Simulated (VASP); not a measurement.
# SrMgB5 (P4/mmm) in VASP: notebook

The runs below take SrMgB5 through single point, relaxation of cell and atoms, with PBE.

Program: VASP 6.6.1. These are calculated values, not measurements. Logs are shortened: lines on timing, memory, paths and dates and some standing lists are left out, and cuts for length are marked.

### 1 The cell of the first run

It takes space group P4/mmm (No. 123, tetragonal). The conventional cell has a = 4.252 Å, b = 4.252 Å, c = 5.949 Å, α = 90.00°, β = 90.00°, γ = 90.00°. Sr (site symmetry 4/mmm) has 2 Mg at 2.97 Å and 12 B at 3.01 to 3.03 Å within 3.9 Å. Within 3.0 Å of Mg (site symmetry 4/mmm) lie 8 B at 2.28 Å and 2 Sr at 2.97 Å. B (site symmetry 2mm) has 1 B at 1.64 Å within 2.2 Å. B (site symmetry 4/mmm) has 4 Sr at 3.01 Å and 8 B at 3.03 Å within 4.0 Å.

### 2 Single point, PBE

Contents of INCAR:

```
SYSTEM = SrMgB5
  PREC = Accurate
  ENCUT = 520
  EDIFF = 1E-6
  ISMEAR = 0
  SIGMA = 0.1
  LREAL = .FALSE.
  LASPH = .TRUE.
  NELM = 100
  ALGO = Normal
  ISIF = 2
  LWAVE = .FALSE.
  LCHARG = .FALSE.
  GGA = PE
  NBANDS = 22
```

Contents of KPOINTS:

```
Automatic mesh
0
G
  10 10 6
  0 0 0
```

Contents of POSCAR:

```
SrMgB5
1.0
    4.2523272697      0.0000000000      0.0000000000
    0.0000000000      4.2523272697      0.0000000000
    0.0000000000      0.0000000000      5.9493272007
Sr Mg B
1 1 5
Direct
    0.0000000000      0.0000000000      0.0000000000
    0.0000000000      0.0000000000      0.5000000000
    0.0000000000      0.5000000000      0.3619941831
    0.5000000000      0.0000000000      0.3619941831
    0.0000000000      0.5000000000      0.6380058169
    0.5000000000      0.0000000000      0.6380058169
    0.5000000000      0.5000000000      0.0000000000
```

Potentials or basis: VASP PAW PBE potentials, release 64 (Sr_sv, Mg, B).

On the command line:

```bash
$ cat potpaw_PBE.64/Sr_sv/POTCAR potpaw_PBE.64/Mg/POTCAR potpaw_PBE.64/B/POTCAR > POTCAR
$ mpirun -np 1 vasp_std > vasp.out
```

OUTCAR:

```text
SYSTEM = SrMgB5
   PREC = Accurate
   ENCUT = 520
   EDIFF = 1E-6
   ISMEAR = 0
   LREAL = .FALSE.
   LASPH = .TRUE.
   NELM = 100
   ISIF = 2
   GGA = PE

 ion  position               nearest neighbor table
   1  0.000  0.000  0.000-   2 2.97   2 2.97   7 3.01   7 3.01   7 3.01   7 3.01   4 3.03   3 3.03
                             5 3.03   5 3.03   4 3.03   6 3.03   6 3.03   3 3.03
   2  0.000  0.000  0.500-   3 2.28   4 2.28   5 2.28   6 2.28   3 2.28   5 2.28   4 2.28   6 2.28
                             1 2.97   1 2.97
   3  0.000  0.500  0.362-   5 1.64   2 2.28   2 2.28   1 3.03   1 3.03
   4  0.500  0.000  0.362-   6 1.64   2 2.28   2 2.28   1 3.03   1 3.03
   5  0.000  0.500  0.638-   3 1.64   2 2.28   2 2.28   1 3.03   1 3.03
   6  0.500  0.000  0.638-   4 1.64   2 2.28   2 2.28   1 3.03   1 3.03
   7  0.500  0.500  0.000-   1 3.01   1 3.01   1 3.01   1 3.01

  LATTYP: Found a simple tetragonal cell.
 ALAT       =     4.2523272697
 C/A-ratio  =     1.3990755705

  Lattice vectors:

 A1 = (   4.2523272697,   0.0000000000,   0.0000000000)
 A2 = (   0.0000000000,   4.2523272697,   0.0000000000)
 A3 = (   0.0000000000,   0.0000000000,   5.9493272007)

Analysis of symmetry for initial positions (statically):
=====================================================================
 Subroutine PRICEL returns:
 Original cell was already a primitive cell.

 Routine SETGRP: Setting up the symmetry group for a
 simple tetragonal supercell.

 Subroutine GETGRP returns: Found 16 space group operations
 (whereof 16 operations were pure point group operations)
 out of a pool of 16 trial point group operations.

The static configuration has the point symmetry D_4h.

Analysis of symmetry for dynamics (positions and initial velocities):
=====================================================================
 Subroutine PRICEL returns:
 Original cell was already a primitive cell.

 Routine SETGRP: Setting up the symmetry group for a
 simple tetragonal supercell.

 Subroutine GETGRP returns: Found 16 space group operations
 (whereof 16 operations were pure point group operations)
 out of a pool of 16 trial point group operations.

The dynamic configuration has the point symmetry D_4h.

 Subroutine INISYM returns: Found 16 space group operations
 (whereof 16 operations are pure point group operations),
 and found     1 'primitive' translations

----------------------------------------------------------------------------------------

[... 102 lines left out ...]
   EDIFF  = 0.1E-05   stopping-criterion for ELM
   LREAL  =      F    real-space projection
   EDIFFG = 0.1E-04   stopping-criterion for IOM
   NSW    =      0    number of steps for IOM
   IBRION =     -1    ionic relax: 0-MD 1-quasi-New 2-CG
   NFREE  =      0    steps in history (QN), initial steepest desc. (CG)
   ISIF   =      2    stress and relaxation
   ISYM   =      2    0-nonsym 1-usesym 2-fastsym
   POTIM  = 0.5000    time-step for ionic-motion
   TEBEG  =    0.0;   TEEND  =   0.0 temperature during run
   PSTRESS=    0.0 pullay stress
   NELECT =      27.0000    total number of electrons
   NUPDOWN=      -1.0000    fix difference up-down
   EMIN   =  10.00;   EMAX   =-10.00  energy-range for DOS
   EFERMI =   0.00;   METHOD = LEGACY
   ISMEAR =     0;   SIGMA  =   0.10  broadening in eV -4-tet -1-fermi 0-gaus
   EFERMI_NEDOS =   21; number of points for ismear=-14 and -15
   IALGO  =     38    algorithm
   IMIX   =      4    mixing-type and parameters
     AMIX     =   0.40;   BMIX     =  1.00
     AMIX_MAG =   1.60;   BMIX_MAG =  1.00
  volume/ion in A,a.u.               =      15.37       103.71
  Fermi-wavevector in a.u.,A,eV,Ry     =   1.032656  1.951437 14.508960  1.066378
  Thomas-Fermi vector in A             =   2.166864
   LORBIT       =      0    0 simple, 1 ext, 2 COOP (PROOUT), +10 PAW based schemes
   GGA     = PE    functional components
   LHFCALC =     F    Hartree Fock is set to
   AEXX    =    0.0000 exact exchange contribution
   IVDW    =     0    specifies the selected vdW correction
   LEPSILON=     F    determine dielectric tensor
   LRPA    =     F    only Hartree local field effects (RPA)
 non-spin polarized calculation
 Gauss-broadening in eV      SIGMA  =   0.10
  energy-cutoff  :      520.00
  volume of cell :      107.58
 maximum number of plane-waves:      2924
 NGX is ok and might be reduce to    32
   NGX = 15   NGY = 15   NGZ = 23

 number of electron      27.0000000 magnetization

 Free energy of the ion-electron system (eV)
  ---------------------------------------------------
  ext. energy  EPLUGINS =         0.00000000
  ---------------------------------------------------
  free energy    TOTEN  =       -25.68893345 eV

  energy without entropy =      -25.67026146  energy(sigma->0) =      -25.67959746

 E-fermi :   2.3577     XC(G=0):  -9.6081

 val. band max:        2.3566604517   @ k =   0.2000   0.2000   0.5000
 cond. band min:       2.3668275924   @ k =   0.5000   0.2000   0.0000
 fundamental gap:      0.0101671407
 Fermi energy:         2.3576786502

 k-point     1 :       0.0000    0.0000    0.0000
  band No.  band energies     occupation
      1     -31.5322      2.00000
      2     -13.8608      2.00000
      3     -13.5602      2.00000
      4     -13.5602      2.00000
      5      -7.8648      2.00000
      6      -4.3386      2.00000
[... 589 lines left out ...]
     21       7.5527      0.00000
     22       7.8629      0.00000

 [... further k-points ...]
[... 5 lines left out ...]
  --------------------------------------------------------------------------------------
  -------------------------------------------------------------------------------------
  Total        0.0450530      0.0450530      0.0881899      0.0000000      0.0000000     -0.0000000
  in kB        0.6709851      0.6709851      1.3134343      0.0000000      0.0000000     -0.0000000
  external PRESSURE =       0.8851349 kB  Pullay stress =       0.0000000 kB

 VOLUME and BASIS-vectors are now :
 -----------------------------------------------------------------------------
  energy-cutoff  :      520.00
  volume of cell :      107.58
      direct lattice vectors                 reciprocal lattice vectors
     4.252327270  0.000000000  0.000000000     0.235165343  0.000000000  0.000000000
     0.000000000  4.252327270  0.000000000     0.000000000  0.235165343  0.000000000
     0.000000000  0.000000000  5.949327201     0.000000000  0.000000000  0.168086233

 POSITION                                       TOTAL-FORCE (eV/Angst)
 -----------------------------------------------------------------------------------
      0.00000      0.00000      0.00000        -0.000000      0.000000      0.000000
      0.00000      0.00000      2.97466        -0.000000      0.000000      0.000000
      0.00000      2.12616      2.15362        -0.000000      0.000000     -0.005120
      2.12616      0.00000      2.15362         0.000000      0.000000     -0.005120
      0.00000      2.12616      3.79571         0.000000     -0.000000      0.005120
      2.12616      0.00000      3.79571        -0.000000      0.000000      0.005120
      2.12616      2.12616      0.00000        -0.000000      0.000000      0.000000
 -----------------------------------------------------------------------------------
    total drift:                                0.000000     -0.000000     -0.000000

  FREE ENERGIE OF THE ION-ELECTRON SYSTEM (eV)
  ---------------------------------------------------
  free  energy   TOTEN  =       -25.6889334545 eV

  energy  without entropy=      -25.6702614596  energy(sigma->0) =      -25.67959746
```

OSZICAR:

```text
N       E                     dE             d eps       ncg     rms          rms(c)
DAV:   1     0.813612732584E+02    0.81361E+02   -0.11653E+04  3696   0.106E+03
DAV:   2    -0.210226984197E+02   -0.10238E+03   -0.97814E+02  4602   0.190E+02
DAV:   3    -0.271522635339E+02   -0.61296E+01   -0.60081E+01  5708   0.387E+01
DAV:   4    -0.273601863234E+02   -0.20792E+00   -0.20763E+00  5358   0.584E+00
DAV:   5    -0.273640069477E+02   -0.38206E-02   -0.38204E-02  5320   0.724E-01    0.209E+01
DAV:   6    -0.259604077980E+02    0.14036E+01   -0.38004E+00  4478   0.784E+00    0.139E+01
DAV:   7    -0.257924435079E+02    0.16796E+00   -0.19628E+00  4566   0.456E+00    0.703E+00
DAV:   8    -0.256935307458E+02    0.98913E-01   -0.46112E-01  4360   0.298E+00    0.556E-01
DAV:   9    -0.256898860591E+02    0.36447E-02   -0.75168E-02  4482   0.115E+00    0.333E-01
DAV:  10    -0.256889765345E+02    0.90952E-03   -0.44393E-03  4800   0.285E-01    0.153E-01
DAV:  11    -0.256889345521E+02    0.41982E-04   -0.12083E-03  5146   0.123E-01    0.580E-02
DAV:  12    -0.256889350946E+02   -0.54251E-06   -0.15383E-04  4572   0.542E-02    0.279E-02
DAV:  13    -0.256889354911E+02   -0.39649E-06   -0.43120E-05  4752   0.270E-02    0.790E-03
DAV:  14    -0.256889338255E+02    0.16657E-05   -0.13528E-05  4770   0.144E-02    0.391E-03
DAV:  15    -0.256889334545E+02    0.37099E-06   -0.10665E-06  2832   0.514E-03
   1 F= -.25688933E+02 E0= -.25679597E+02  d E =-.186720E-01
```

Wall time 2.2 min (1 thread of Intel Xeon Platinum 8259CL at 2.50GHz (Skylake/Cascade Lake), shared host); peak memory 0.35 GiB.

Results:

```yaml
Free_energy: -25.6889 eV
Pressure: 0.1 GPa
Largest_force: 0.005 eV/Å
```

Forces in eV/Å, atoms in the order of the input:
```
Sr   0.000  0.000  0.000
Mg   0.000  0.000  0.000
B    0.000  0.000 -0.005
B    0.000  0.000 -0.005
B    0.000  0.000  0.005
B    0.000  0.000  0.005
B    0.000  0.000  0.000
```

### 3 Relaxation of cell and atoms, PBE

This run uses another cell than the first one, of 15.32 Å³/atom, 0.997 times its volume.

Contents of INCAR:

```
PREC = Accurate
ENCUT = 600
EDIFF = 1E-6
ISMEAR = 0
SIGMA = 0.1
LREAL = F
LASPH = T
NELM = 100
ALGO = Normal
ISIF = 3
LWAVE = F
LCHARG = F
GGA = PE
IBRION = 2
NSW = 100
EDIFFG = -0.01
```

Contents of KPOINTS:

```
Automatic mesh
0
Gamma
  10 10 6
```

Contents of POSCAR:

```
SrMgB5
1.0
    4.2471336795      0.0000000000      0.0000000000
    0.0000000000      4.2471336795      0.0000000000
    0.0000000000      0.0000000000      5.9462375472
Sr Mg B
1 1 5
Direct
    0.0000000000      0.0000000000      0.0000000000
    0.0000000000      0.0000000000      0.5000000000
    0.0000000000      0.5000000000      0.3617645503
    0.5000000000      0.0000000000      0.3617645503
    0.0000000000      0.5000000000      0.6382354497
    0.5000000000      0.0000000000      0.6382354497
    0.5000000000      0.5000000000      0.0000000000
```

Potentials or basis: VASP PAW PBE potentials, release 64 (Sr_sv, Mg, B).

On the command line:

```bash
$ cat potpaw_PBE.64/Sr_sv/POTCAR potpaw_PBE.64/Mg/POTCAR potpaw_PBE.64/B/POTCAR > POTCAR
$ mpirun -np 1 vasp_std > vasp.out
```

OUTCAR:

```text
PREC = Accurate
   ENCUT = 600
   EDIFF = 1E-6
   ISMEAR = 0
   LREAL = F
   LASPH = T
   NELM = 100
   ISIF = 3
   GGA = PE
   IBRION = 2
   NSW = 100
   EDIFFG = -0.01

 ion  position               nearest neighbor table
   1  0.000  0.000  0.000-   2 2.97   2 2.97   7 3.00   7 3.00   7 3.00   7 3.00   4 3.02   3 3.02
                             5 3.02   5 3.02   4 3.02   6 3.02   6 3.02   3 3.02
   2  0.000  0.000  0.500-   3 2.28   4 2.28   5 2.28   6 2.28   3 2.28   5 2.28   4 2.28   6 2.28
                             1 2.97   1 2.97
   3  0.000  0.500  0.362-   5 1.64   2 2.28   2 2.28   1 3.02   1 3.02
   4  0.500  0.000  0.362-   6 1.64   2 2.28   2 2.28   1 3.02   1 3.02
   5  0.000  0.500  0.638-   3 1.64   2 2.28   2 2.28   1 3.02   1 3.02
   6  0.500  0.000  0.638-   4 1.64   2 2.28   2 2.28   1 3.02   1 3.02
   7  0.500  0.500  0.000-   1 3.00   1 3.00   1 3.00   1 3.00

  LATTYP: Found a simple tetragonal cell.
 ALAT       =     4.2471336795
 C/A-ratio  =     1.4000589564

  Lattice vectors:

 A1 = (   4.2471336795,   0.0000000000,   0.0000000000)
 A2 = (   0.0000000000,   4.2471336795,   0.0000000000)
 A3 = (   0.0000000000,   0.0000000000,   5.9462375472)

Analysis of symmetry for initial positions (statically):
=====================================================================
[... 189 lines left out ...]
  Direction    XX          YY          ZZ          XY          YZ          ZX
  --------------------------------------------------------------------------------------
  -------------------------------------------------------------------------------------
  Total        0.1391163      0.1391163      0.0993879      0.0000000      0.0000000     -0.0000000
  in kB        2.0780422      2.0780422      1.4846012      0.0000000      0.0000000     -0.0000000
  external PRESSURE =       1.8802285 kB  Pullay stress =       0.0000000 kB
[... 151 lines left out ...]
--------------------------------------- Ionic step        5  -------------------------------------------

 number of electron      27.0000000 magnetization

 Free energy of the ion-electron system (eV)
  ---------------------------------------------------
  ext. energy  EPLUGINS =         0.00000000
  ---------------------------------------------------
  free energy    TOTEN  =       -25.69133948 eV

  energy without entropy =      -25.67269047  energy(sigma->0) =      -25.68201497

 E-fermi :   2.3491     XC(G=0):  -9.6016

 val. band max:        2.3481477098   @ k =   0.2000   0.2000   0.5000
 cond. band min:       2.3565617966   @ k =   0.5000   0.2000   0.0000
 fundamental gap:      0.0084140868
 Fermi energy:         2.3490767318

 k-point     1 :       0.0000    0.0000    0.0000
  band No.  band energies     occupation
      1     -31.5478      2.00000
      2     -13.8742      2.00000
      3     -13.5753      2.00000
      4     -13.5753      2.00000
      5      -7.8670      2.00000
      6      -4.3479      2.00000
[... 457 lines left out ...]
      4     -13.5677      2.00000
      5      -7.5575      2.00000
      6      -4.8101      2.00000
[... 9 lines left out ...]
     16       3.6310      0.00000
     17       4.1263      0.00000

 [... further k-points ...]
[... 5 lines left out ...]
  --------------------------------------------------------------------------------------
  -------------------------------------------------------------------------------------
  Total       -0.0098370     -0.0098370      0.0199290      0.0000000      0.0000000     -0.0000000
  in kB       -0.1462730     -0.1462730      0.2963387      0.0000000      0.0000000     -0.0000000
  external PRESSURE =       0.0012643 kB  Pullay stress =       0.0000000 kB
[... 22 lines left out ...]
  FREE ENERGIE OF THE ION-ELECTRON SYSTEM (eV)
  ---------------------------------------------------
  free  energy   TOTEN  =       -25.6913394774 eV

  energy  without entropy=      -25.6726904686  energy(sigma->0) =      -25.68201497

 reached required accuracy - stopping structural energy minimisation
```

OSZICAR:

```text
N       E                     dE             d eps       ncg     rms          rms(c)
DAV:   1     0.105283379754E+03    0.10528E+03   -0.12859E+04  2856   0.153E+03
DAV:   2    -0.192865663536E+02   -0.12457E+03   -0.12298E+03  3797   0.242E+02
[... 37 lines left out ...]
   4 F= -.25691316E+02 E0= -.25682078E+02  d E =-.113092E-04
       N       E                     dE             d eps       ncg     rms          rms(c)
DAV:   1    -0.256913601942E+02   -0.44129E-04   -0.20780E-03  2866   0.307E-01    0.386E-02
DAV:   2    -0.256913463975E+02    0.13797E-04   -0.17695E-04  3759   0.604E-02    0.157E-02
DAV:   3    -0.256913409364E+02    0.54611E-05   -0.30612E-05  3733   0.210E-02    0.958E-03
DAV:   4    -0.256913393981E+02    0.15384E-05   -0.51700E-06  3002   0.134E-02    0.371E-03
DAV:   5    -0.256913394774E+02   -0.79365E-07   -0.67552E-07  1492   0.474E-03
   5 F= -.25691339E+02 E0= -.25682015E+02  d E =-.347782E-04
```

Run time: 7.4 min. Hardware: 1 thread of Intel Xeon Platinum 8259CL at 2.50GHz (Skylake/Cascade Lake), shared host; peak memory 0.41 GiB.

What came out:

- Free energy: -25.6913 eV
- Relaxed volume: 15.39 Å³/atom
- Relaxed cell: a = 4.254 Å, b = 4.254 Å, c = 5.953 Å, α = 90.00°, β = 90.00°, γ = 90.00°
- Space group after relaxing (to 0.05 Å): P4/mmm (No. 123)
- Energy gained by relaxing: 0.0 meV/atom
- Ionic steps: 5
- Pressure after relaxing: 0.0 GPa

The path:
| step | energy change (eV) | largest force (eV/Å) | pressure (GPa) | volume (Å³) |
| --- | --- | --- | --- | --- |
| 1 | 0.0000 | 0.0124 | 0.19 | 107.26 |
| 2 | -0.0003 | 0.0185 | 0.05 | 107.54 |
| 3 | -0.0003 | 0.0223 | -0.03 | 107.73 |
| 4 | -0.0003 | 0.0171 | 0.03 | 107.77 |
| 5 | -0.0003 | 0.0013 | 0.00 | 107.75 |

Final structure:
```
Sr Mg B
1.0
     4.25447    0.00000    0.00000
     0.00000    4.25447    0.00000
     0.00000    0.00000    5.95273
Sr Mg B
1 1 5
Cartesian
  0.0000 0.0000 0.0000
  0.0000 0.0000 2.9764
  4.2545 2.1272 2.1553
  2.1272 0.0000 2.1553
  0.0000 2.1272 3.7975
  2.1272 0.0000 3.7975
  2.1272 2.1272 0.0000
```

### 4 Single point, PBE

This run uses another cell than the first one, of 11.56 Å³/atom, 0.752 times its volume.

Contents of INCAR:

```
PREC = Accurate
ENCUT = 520
EDIFF = 1E-6
ISMEAR = 0
SIGMA = 0.1
LREAL = F
LASPH = T
NELM = 100
ALGO = Normal
ISIF = 2
LWAVE = F
LCHARG = F
GGA = PE
NBANDS = 22
```

Contents of KPOINTS:

```
regular mesh
0
Gamma
  6 6 4
```

Contents of POSCAR:

```
SrMgB5
1.0
    3.6757671700      0.0000000000      0.0000000000
    0.0000000000      3.6757671700      0.0000000000
    0.0000000000      0.0000000000      5.9910072800
Sr Mg B
1 1 5
Direct
    0.0000000000      0.0000000000      0.0000000000
    0.0000000000      0.0000000000      0.5000000000
    0.0000000000      0.5000000000      0.3050999900
    0.5000000000      0.0000000000      0.3050999900
    0.0000000000      0.5000000000      0.6949000100
    0.5000000000      0.0000000000      0.6949000100
    0.5000000000      0.5000000000      0.0000000000
```

On the command line:

```bash
$ cat potpaw_PBE.64/Sr_sv/POTCAR potpaw_PBE.64/Mg/POTCAR potpaw_PBE.64/B/POTCAR > POTCAR
$ mpirun -np 1 vasp_std > vasp.out
```

Wall time 55 s (1 thread of Intel Xeon Platinum 8259CL at 2.50GHz (Skylake/Cascade Lake), shared host); peak memory 0.22 GiB.

It converged, with:

```
Free energy   : -23.4789 eV
Pressure      : 15.7 GPa
Largest force : 0.081 eV/Å
```

Forces in eV/Å, atoms in the order of the input:
```
Sr   0.000  0.000  0.000
Mg   0.000  0.000  0.000
B    0.000  0.000  0.081
B    0.000  0.000  0.081
B    0.000  0.000 -0.081
B    0.000  0.000 -0.081
B    0.000  0.000  0.000
```

Stress tensor (GPa, compression positive):
```
17.99  0.00  0.00
 0.00 17.99  0.00
 0.00  0.00 11.10
```

Levels at points of the mesh, in eV from the Fermi level:
```csv
k point,band 10,band 11,band 12,band 13,band 14,band 15,band 16,band 17
"(0.00, 0.00, 0.00)",-1.83,-0.97,-0.97,-0.73,0.00,0.48,1.39,2.21
"(0.50, 0.00, 0.00)",-3.29,-1.19,0.12,0.20,0.48,1.82,2.52,2.65
"(0.50, 0.50, 0.00)",-4.47,-2.98,-1.62,-1.53,-0.94,-0.94,4.21,4.21
"(0.00, 0.00, 0.50)",-2.27,-2.27,-2.03,-0.46,-0.46,2.02,2.79,2.79
"(0.50, 0.00, 0.50)",-1.58,-1.40,-0.89,-0.62,0.22,0.96,1.47,1.75
"(0.50, 0.50, 0.50)",-3.58,-3.58,-3.17,-1.01,-1.01,1.03,1.91,1.91
```

### 5 The runs side by side

| task | cell | k mesh | cutoff (eV) | gap on the mesh (eV) | pressure (GPa) | largest force (eV/Å) |
| --- | --- | --- | --- | --- | --- | --- |
| single point | a = 4.252, b = 4.252, c = 5.949 Å, 7 atoms | 10 × 10 × 6 | 520 | none | 0.1 | 0.01 |
| relaxation of cell and atoms | relaxed from a = 4.247, b = 4.247, c = 5.946 Å, 7 atoms | 10 × 10 × 6 | 600 | none | 0.0 | - |
| single point | a = 3.676, b = 3.676, c = 5.991 Å, 7 atoms | 6 × 6 × 4 | 520 | none | 15.7 | 0.08 |

Alike in all rows: level PBE; potentials or basis VASP PAW PBE potentials, release 64 (Sr_sv, Mg, B); no spin polarisation; smearing gaussian 0.1 eV.

Absolute energies hang on the potentials; compare differences alone.
